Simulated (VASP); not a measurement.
# Si4IrPt (P-6m2) in VASP: relaxation of cell and atoms with PBE

Aim: the relaxation of cell and atoms of Si4IrPt with PBE.

All numbers are computed with VASP 6.6.1; they aren't measurements. Logs are shortened: lines on timing, memory, paths and dates and some standing lists are left out, and cuts for length are marked.

## (1) The cell of the first run

Symmetry: P-6m2, No. 187, hexagonal system. Conventional cell: a = 3.886 Å, b = 3.886 Å, c = 7.435 Å, α = 90.00°, β = 90.00°, γ = 120.00°. Si (site symmetry 3m) has 1 Ir at 2.46 Å and 4 Si at 2.51 to 2.57 Å and 3 Pt at 2.57 Å within 3.3 Å. Si (site symmetry 3m) has 4 Si at 2.42 to 2.57 Å and 1 Pt at 2.51 Å and 3 Ir at 2.55 Å within 3.2 Å. Ir (site symmetry -6m2) has 8 Si at 2.46 to 2.55 Å within 3.3 Å. Within 3.3 Å of Pt (site symmetry -6m2) lie 8 Si at 2.51 to 2.57 Å.

The cell was generated, and may not be a known phase.

## (2) Relaxation of cell and atoms, PBE

Contents of INCAR:

```
PREC = Accurate
ENCUT = 600
EDIFF = 1E-7
ISMEAR = 0
SIGMA = 0.1
LREAL = F
LASPH = T
NELM = 100
ALGO = Normal
ISIF = 3
LWAVE = F
LCHARG = F
GGA = PE
IBRION = 2
NSW = 100
EDIFFG = -0.01
```

Contents of KPOINTS:

```
Automatic mesh
0
Gamma
  12 12 6
```

Contents of POSCAR:

```
Si4IrPt
1.0
    3.8859644136      0.0000000000      0.0000000000
   -1.9429822068      3.3653439004      0.0000000000
    0.0000000000      0.0000000000      7.4349231499
Si Ir Pt
4 1 1
Direct
    0.0000000000      0.0000000000      0.6689063592
    0.6666666667      0.3333333333      0.8372940413
    0.6666666667      0.3333333333      0.1627059587
    0.0000000000      0.0000000000      0.3310936408
    0.0000000000      0.0000000000      0.0000000000
    0.6666666667      0.3333333333      0.5000000000
```

Potentials or basis: VASP PAW PBE potentials, release 64 (Si, Ir, Pt).

Run with:

```console
$ cat potpaw_PBE.64/Si/POTCAR potpaw_PBE.64/Ir/POTCAR potpaw_PBE.64/Pt/POTCAR > POTCAR
$ mpirun -np 1 vasp_std > vasp.out
```

OUTCAR:

```text
PREC = Accurate
   ENCUT = 600
   EDIFF = 1E-7
   ISMEAR = 0
   LREAL = F
   LASPH = T
   NELM = 100
   ISIF = 3
   GGA = PE
   IBRION = 2
   NSW = 100
   EDIFFG = -0.01

 ion  position               nearest neighbor table
   1  0.000  0.000  0.669-   5 2.46   4 2.51   2 2.57   2 2.57   2 2.57   6 2.57   6 2.57   6 2.57

   2  0.667  0.333  0.837-   3 2.42   6 2.51   5 2.55   5 2.55   5 2.55   1 2.57   1 2.57   1 2.57

   3  0.667  0.333  0.163-   2 2.42   6 2.51   5 2.55   5 2.55   5 2.55   4 2.57   4 2.57   4 2.57

   4  0.000  0.000  0.331-   5 2.46   1 2.51   3 2.57   3 2.57   3 2.57   6 2.57   6 2.57   6 2.57

   5  0.000  0.000  0.000-   1 2.46   4 2.46   3 2.55   2 2.55   2 2.55   3 2.55   2 2.55   3 2.55

   6  0.667  0.333  0.500-   2 2.51   3 2.51   1 2.57   4 2.57   1 2.57   4 2.57   1 2.57   4 2.57

  LATTYP: Found a hexagonal cell.
 ALAT       =     3.8859644136
 C/A-ratio  =     1.9132761803

  Lattice vectors:

 A1 = (   3.8859644136,   0.0000000000,   0.0000000000)
 A2 = (  -1.9429822068,   3.3653439004,   0.0000000000)
 A3 = (   0.0000000000,   0.0000000000,   7.4349231499)

Analysis of symmetry for initial positions (statically):
=====================================================================
 Subroutine PRICEL returns:
 Original cell was already a primitive cell.

 Routine SETGRP: Setting up the symmetry group for a
 hexagonal supercell.

 Subroutine GETGRP returns: Found 12 space group operations
 (whereof 12 operations were pure point group operations)
 out of a pool of 24 trial point group operations.

The static configuration has the point symmetry D_3h.

Analysis of symmetry for dynamics (positions and initial velocities):
=====================================================================
 Subroutine PRICEL returns:
 Original cell was already a primitive cell.

 Routine SETGRP: Setting up the symmetry group for a
 hexagonal supercell.

 Subroutine GETGRP returns: Found 12 space group operations
 (whereof 12 operations were pure point group operations)
 out of a pool of 24 trial point group operations.

The dynamic configuration has the point symmetry D_3h.

 Subroutine INISYM returns: Found 12 space group operations
 (whereof 12 operations are pure point group operations),
 and found     1 'primitive' translations

[... 109 lines left out ...]
   ISYM   =      2    0-nonsym 1-usesym 2-fastsym
   POTIM  = 0.5000    time-step for ionic-motion
   TEBEG  =    0.0;   TEEND  =   0.0 temperature during run
   PSTRESS=    0.0 pullay stress
   NELECT =      35.0000    total number of electrons
   NUPDOWN=      -1.0000    fix difference up-down
   EMIN   =  10.00;   EMAX   =-10.00  energy-range for DOS
   EFERMI =   0.00;   METHOD = LEGACY
   ISMEAR =     0;   SIGMA  =   0.10  broadening in eV -4-tet -1-fermi 0-gaus
   EFERMI_NEDOS =   21; number of points for ismear=-14 and -15
   IALGO  =     38    algorithm
   IMIX   =      4    mixing-type and parameters
     AMIX     =   0.40;   BMIX     =  1.00
     AMIX_MAG =   1.60;   BMIX_MAG =  1.00
  volume/ion in A,a.u.               =      16.21       109.36
  Fermi-wavevector in a.u.,A,eV,Ry     =   1.164562  2.200703 18.452283  1.356205
  Thomas-Fermi vector in A             =   2.301098
   LORBIT       =      0    0 simple, 1 ext, 2 COOP (PROOUT), +10 PAW based schemes
   GGA     = PE    functional components
   LHFCALC =     F    Hartree Fock is set to
   AEXX    =    0.0000 exact exchange contribution
   IVDW    =     0    specifies the selected vdW correction
   LEPSILON=     F    determine dielectric tensor
   LRPA    =     F    only Hartree local field effects (RPA)
 conjugate gradient relaxation of ions
 non-spin polarized calculation
 Gauss-broadening in eV      SIGMA  =   0.10
  energy-cutoff  :      600.00
  volume of cell :       97.23
 maximum number of plane-waves:      3282
 NGX is ok and might be reduce to    32
   NGX = 15   NGY = 15   NGZ = 29

--------------------------------------- Ionic step        1  -------------------------------------------

 number of electron      35.0000001 magnetization

 Free energy of the ion-electron system (eV)
  ---------------------------------------------------
  ext. energy  EPLUGINS =         0.00000000
  ---------------------------------------------------
  free energy    TOTEN  =       -37.86625917 eV

  energy without entropy =      -37.85378854  energy(sigma->0) =      -37.86002386

------------------------ aborting loop because EDIFF is reached ----------------------------------------

  FORCE on cell =-STRESS in cart. coord.  units (eV):
  Direction    XX          YY          ZZ          XY          YZ          ZX
  --------------------------------------------------------------------------------------
  -------------------------------------------------------------------------------------
  Total       -0.2054773     -0.2054773     -0.6891140      0.0000000     -0.0000000      0.0000000
  in kB       -3.3858661     -3.3858661    -11.3552548      0.0000000     -0.0000000      0.0000000
  external PRESSURE =      -6.0423290 kB  Pullay stress =       0.0000000 kB
[... 227 lines left out ...]
--------------------------------------- Ionic step        7  -------------------------------------------

 number of electron      35.0000001 magnetization

 Free energy of the ion-electron system (eV)
  ---------------------------------------------------
  ext. energy  EPLUGINS =         0.00000000
  ---------------------------------------------------
  free energy    TOTEN  =       -37.86794934 eV

  energy without entropy =      -37.85559584  energy(sigma->0) =      -37.86177259

 E-fermi :   9.1978     XC(G=0): -11.2402

 val. band max:        9.1945325890   @ k =   0.2500   0.0833   0.1667
 cond. band min:       9.1989603502   @ k =   0.4167   0.1667   0.0000
 fundamental gap:      0.0044277612
 Fermi energy:         9.1977846972

 k-point     1 :       0.0000    0.0000    0.0000
  band No.  band energies     occupation
      1      -4.3127      2.00000
      2      -1.7932      2.00000
      3      -1.1481      2.00000
      4       2.1927      2.00000
      5       3.7922      2.00000
      6       3.7922      2.00000
[... 565 lines left out ...]
     20      10.9307      0.00000
     21      11.4374      0.00000

 [... further k-points ...]

------------------------ aborting loop because EDIFF is reached ----------------------------------------

  FORCE on cell =-STRESS in cart. coord.  units (eV):
  Direction    XX          YY          ZZ          XY          YZ          ZX
  --------------------------------------------------------------------------------------
  -------------------------------------------------------------------------------------
  Total       -0.0057428     -0.0057428     -0.0192611      0.0000000      0.0000000     -0.0000000
  in kB       -0.0949331     -0.0949331     -0.3184004      0.0000000      0.0000000     -0.0000000
  external PRESSURE =      -0.1694222 kB  Pullay stress =       0.0000000 kB
[... 21 lines left out ...]
  FREE ENERGIE OF THE ION-ELECTRON SYSTEM (eV)
  ---------------------------------------------------
  free  energy   TOTEN  =       -37.8679493440 eV

  energy  without entropy=      -37.8555958377  energy(sigma->0) =      -37.86177259

 reached required accuracy - stopping structural energy minimisation
```

CONTCAR:

```text
Si4IrPt
   1.00000000000000
     3.8869268991813484    0.0000000000000000    0.0000000000000000
    -1.9434634495906742    3.3661774373642395   -0.0000000000000000
    -0.0000000000000000   -0.0000000000000000    7.4075570559771435
  Si              Ir              Pt
     4     1     1
Direct
     0.0000000000000000    0.0000000000000000    0.6681493751536757
     0.6666666667000030    0.3333333332999970    0.8372721676770603
     0.6666666667000030    0.3333333332999970    0.1627278323229397
     0.0000000000000000    0.0000000000000000    0.3318506248463243
     1.0000000000000000    0.0000000000000000    0.0000000000000000
     0.6666666667000030    0.3333333332999970    0.5000000000000000

  0.00000000E+00  0.00000000E+00  0.00000000E+00
  0.00000000E+00  0.00000000E+00  0.00000000E+00
  0.00000000E+00  0.00000000E+00  0.00000000E+00
  0.00000000E+00  0.00000000E+00  0.00000000E+00
  0.00000000E+00  0.00000000E+00  0.00000000E+00
  0.00000000E+00  0.00000000E+00  0.00000000E+00
```

Run time: 11 min. Hardware: 1 thread of AMD EPYC 7R43 (Zen 3), shared host; peak memory 0.35 GiB.

What came out:

* Free energy: -37.8679 eV
* Relaxed volume: 16.15 Å³/atom
* Relaxed cell: a = 3.887 Å, b = 3.887 Å, c = 7.408 Å, α = 90.00°, β = 90.00°, γ = 120.00°
* Space group after relaxing (to 0.1 Å): P-6m2 (No. 187)
* Energy gained by relaxing: 0.3 meV/atom
* Ionic steps: 7
* Pressure after relaxing: 0.0 GPa
* Band gap on the k mesh: zero (an odd number of electrons rules out a gap without spin polarisation)

The path:
```tsv
step	energy change (eV)	largest force (eV/Å)	pressure (GPa)	volume (Å³)
1	0.0000	0.0707	-0.60	97.23
2	-0.0002	0.0415	0.83	96.37
3	-0.0013	0.0560	0.15	96.78
4	-0.0017	0.0143	0.05	96.86
5	-0.0017	0.0108	0.02	96.90
6	-0.0017	0.0105	0.02	96.89
7	-0.0017	0.0005	-0.02	96.92
```

Final structure:
```
Si Ir Pt
1.0
     3.88693    0.00000    0.00000
    -1.94346    3.36618    0.00000
     0.00000    0.00000    7.40756
Si Ir Pt
4 1 1
Direct
  0.00000 0.00000 0.66815
  0.66667 0.33333 0.83727
  0.66667 0.33333 0.16273
  0.00000 0.00000 0.33185
  0.00000 0.00000 0.00000
  0.66667 0.33333 0.50000
```

Caveat: spin-orbit coupling is left out, which moves the levels of the heavy elements; an odd number of electrons without spin polarisation forces a metal; a magnetic or distorted state may lie lower.
